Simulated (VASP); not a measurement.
# I (Cmce) in VASP: further runs, part 2 of 2

VASP 6.6.1. The steps go on from the part before.

## 3. Relaxation of cell and atoms, PBEsol

This run uses another cell than the first one, of 42.63 Å³/atom.

Contents of INCAR:

```
SYSTEM = I
PREC     = Accurate       ! precision mode
ENCUT    = 600            ! plane-wave cutoff, eV
EDIFF    = 1E-6           ! SCF threshold, eV
ISMEAR   = -1             ! smearing method
SIGMA    = 0.02           ! smearing width, eV
LREAL    = .FALSE.        ! projectors in reciprocal space
LASPH    = .TRUE.         ! aspherical terms in the spheres
NELM     = 60             ! most SCF steps
ALGO     = Normal         ! electronic algorithm
ISIF     = 3              ! what is computed and relaxed
LWAVE    = .FALSE.        ! write WAVECAR
LCHARG   = .FALSE.        ! write CHGCAR
GGA      = PS             ! functional
IBRION   = 2              ! ionic algorithm
NSW      = 80             ! ionic steps
EDIFFG   = -0.02          ! ionic threshold
```

Contents of KPOINTS:

```
Automatic mesh
0
G
  6 6 3
  0 0 0
```

Contents of POSCAR:

```
I
1.0
    3.6350350000     -2.3950200000      0.0000000000
    3.6350350000      2.3950200000      0.0000000000
    0.0000000000      0.0000000000      9.7934400000
I
4
Direct
    0.8507000000      0.1493000000      0.8844000000
    0.3507000000      0.6493000000      0.6156000000
    0.1493000000      0.8507000000      0.1156000000
    0.6493000000      0.3507000000      0.3844000000
```

Potentials or basis: VASP PAW PBE potentials, release 64 (I).

Started as:

```sh
$ cat potpaw_PBE.64/I/POTCAR > POTCAR
$ mpirun -np 1 vasp_std > vasp.out
```

OUTCAR:

```text
SYSTEM = I
   PREC = Accurate
   ENCUT = 600
   EDIFF = 1E-6
   ISMEAR = -1
   LREAL = .FALSE.
   LASPH = .TRUE.
   NELM = 60
   ISIF = 3
   GGA = PS
   IBRION = 2
   NSW = 80
   EDIFFG = -0.02

 ion  position               nearest neighbor table
   1  0.851  0.149  0.884-   3 2.68   2 3.56   2 3.56
   2  0.351  0.649  0.616-   4 2.68   1 3.56   1 3.56
   3  0.149  0.851  0.116-   1 2.68   4 3.56   4 3.56
   4  0.649  0.351  0.384-   2 2.68   3 3.56   3 3.56

  LATTYP: Found a base centered orthorhombic cell.
 ALAT       =     4.7900400000
 B/A-ratio  =     1.5177472422
 C/A-ratio  =     2.0445424255

  Lattice vectors:

 A1 = (  -3.6350350000,  -2.3950200000,   0.0000000000)
 A2 = (   3.6350350000,  -2.3950200000,   0.0000000000)
 A3 = (   0.0000000000,   0.0000000000,   9.7934400000)

Analysis of symmetry for initial positions (statically):
=====================================================================
 Subroutine PRICEL returns:
 Original cell was already a primitive cell.

 Routine SETGRP: Setting up the symmetry group for a
 base centered orthorhombic supercell.

 Subroutine GETGRP returns: Found  8 space group operations
 (whereof  4 operations were pure point group operations)
 out of a pool of  8 trial point group operations.

The static configuration has the point symmetry C_2h.
 The point group associated with its full space group is D_2h.

Analysis of symmetry for dynamics (positions and initial velocities):
=====================================================================
 Subroutine PRICEL returns:
 Original cell was already a primitive cell.

 Routine SETGRP: Setting up the symmetry group for a
 base centered orthorhombic supercell.

[... 140 lines left out ...]
 conjugate gradient relaxation of ions
 non-spin polarized calculation
  energy-cutoff  :      600.00
  volume of cell :      170.52
 maximum number of plane-waves:      5729
   NGX = 17   NGY = 17   NGZ = 39

--------------------------------------- Ionic step        1  -------------------------------------------

 number of electron      28.0000000 magnetization

 Free energy of the ion-electron system (eV)
  ---------------------------------------------------
  ext. energy  EPLUGINS =         0.00000000
  ---------------------------------------------------
  free energy    TOTEN  =        -6.82932044 eV

  energy without entropy =       -6.82932044  energy(sigma->0) =       -6.82932044

------------------------ aborting loop because EDIFF is reached ----------------------------------------

  FORCE on cell =-STRESS in cart. coord.  units (eV):
  Direction    XX          YY          ZZ          XY          YZ          ZX
  --------------------------------------------------------------------------------------
  -------------------------------------------------------------------------------------
  Total        0.0049304     -0.4419018      0.7111539      0.0000000      0.0000000      0.0000000
  in kB        0.0463239     -4.1519618      6.6817648      0.0000000      0.0000000      0.0000000
  external PRESSURE =       0.8587090 kB  Pullay stress =       0.0000000 kB
[... 95 lines left out ...]
  FREE ENERGIE OF THE ION-ELECTRON SYSTEM (eV)
  ---------------------------------------------------
  free  energy   TOTEN  =        -6.8918759342 eV

  energy  without entropy=       -6.8918759341  energy(sigma->0) =       -6.89187593

[... ionic steps 4 to 14 ...]

--------------------------------------- Ionic step       15  -------------------------------------------

 number of electron      28.0000000 magnetization

------------------------ aborting loop because EDIFF is reached ----------------------------------------
[... 71 lines left out ...]
--------------------------------------- Ionic step       17  -------------------------------------------

 number of electron      28.0000000 magnetization

 Free energy of the ion-electron system (eV)
  ---------------------------------------------------
  ext. energy  EPLUGINS =         0.00000000
  ---------------------------------------------------
  free energy    TOTEN  =        -7.01994738 eV

  energy without entropy =       -7.01994738  energy(sigma->0) =       -7.01994738

 E-fermi :   3.6735     XC(G=0):  -8.5321

 val. band max:        3.2787268474   @ k =   0.0000   0.0000   0.0000
 cond. band min:       4.1214884037   @ k =   0.5000   0.3333   0.0000
 fundamental gap:      0.8427615563
 Fermi energy:         3.6734698410

 k-point     1 :       0.0000    0.0000    0.0000
  band No.  band energies     occupation
      1     -10.5660      2.00000
      2      -9.7097      2.00000
      3      -9.0170      2.00000
      4      -7.4840      2.00000
      5      -1.5941      2.00000
      6       0.1933      2.00000
[... 481 lines left out ...]
      5      -1.2106      2.00000
      6      -0.7922      2.00000
[... 10 lines left out ...]
     17       8.8165      0.00000
     18       9.5105      0.00000

 [... further k-points ...]
[... 5 lines left out ...]
  --------------------------------------------------------------------------------------
  -------------------------------------------------------------------------------------
  Total        0.0266420      0.0634104     -0.0205289      0.0000000     -0.0000000      0.0000000
  in kB        0.2690622      0.6403925     -0.2073251      0.0000000     -0.0000000      0.0000000
  external PRESSURE =       0.2340432 kB  Pullay stress =       0.0000000 kB
[... 19 lines left out ...]
  FREE ENERGIE OF THE ION-ELECTRON SYSTEM (eV)
  ---------------------------------------------------
  free  energy   TOTEN  =        -7.0199473820 eV

  energy  without entropy=       -7.0199473819  energy(sigma->0) =       -7.01994738

 reached required accuracy - stopping structural energy minimisation
```

It took 17 min on 1 thread of Oxide Virtual Turin-like, shared host; peak memory 0.33 GiB.

Results:

```yaml
Free_energy: -7.0199 eV
Relaxed_volume: 39.66 Å³/atom
Relaxed_cell: a = 4.339 Å, b = 4.339 Å, c = 9.675 Å, α = 90.00°, β = 90.00°, γ = 60.56°
Space_group_after_relaxing_to_0.1_Å: Cmce (No. 64)
Energy_gained_by_relaxing: 47.7 meV/atom
Ionic_steps: 17
Pressure_after_relaxing: 0.0 GPa
Largest_force_after_relaxing: 0.013 eV/Å
Band_gap_on_the_k_mesh: 0.84 eV (least direct gap 1.05 eV)
```

Forces in eV/Å, atoms in the order of the input:
```
I    0.000  0.009  0.009
I    0.000  0.009 -0.009
I    0.000 -0.009 -0.009
I    0.000 -0.009  0.009
```

The path:
```
step  energy change (eV)  largest force (eV/Å)  pressure (GPa)  volume (Å³)
   1              0.0000                0.7642            0.09       170.52
   2             -0.0620                0.1448           -1.19       171.08
   3             -0.0626                0.1009           -1.30       171.14
   4             -0.1186                0.0614           -0.95       166.68
   5             -0.1617                0.1230           -0.07       159.87
   6             -0.1619                0.1399            0.03       159.26
   7             -0.1619                0.1331           -0.01       159.50
   8             -0.1658                0.1244            0.03       159.33
   9             -0.1755                0.1094            0.14       158.82
  10             -0.1842                0.1569            0.41       157.74
  11             -0.1870                0.1198            0.25       158.17
  12             -0.1891                0.0461           -0.12       159.20
  13             -0.1892                0.0576           -0.05       159.00
  14             -0.1895                0.0498           -0.04       158.96
  15             -0.1903                0.0274           -0.01       158.83
  16             -0.1905                0.0248            0.05       158.56
  17             -0.1906                0.0129            0.02       158.64
```

Final structure:
```cif
data_structure
_symmetry_space_group_name_H-M 'P 1'
_symmetry_Int_Tables_number 1
_cell_length_a 4.3392
_cell_length_b 4.3392
_cell_length_c 9.6746
_cell_angle_alpha 90.000
_cell_angle_beta 90.000
_cell_angle_gamma 60.563
_cell_volume 158.64
loop_
_atom_site_label
_atom_site_type_symbol
_atom_site_fract_x
_atom_site_fract_y
_atom_site_fract_z
_atom_site_occupancy
I1 I 0.82940 0.17060 0.87714 1
I2 I 0.32940 0.67060 0.62286 1
I3 I 0.17060 0.82940 0.12286 1
I4 I 0.67060 0.32940 0.37714 1
```

Caveat: this functional lacks dispersion, which holds the molecules together, so the pressure and a relaxed volume are unreliable; the PAW data sets were made with another functional, which shifts forces and pressure a little; spin-orbit coupling is left out, which moves the levels of the heavy elements. A k mesh can miss the band edges.
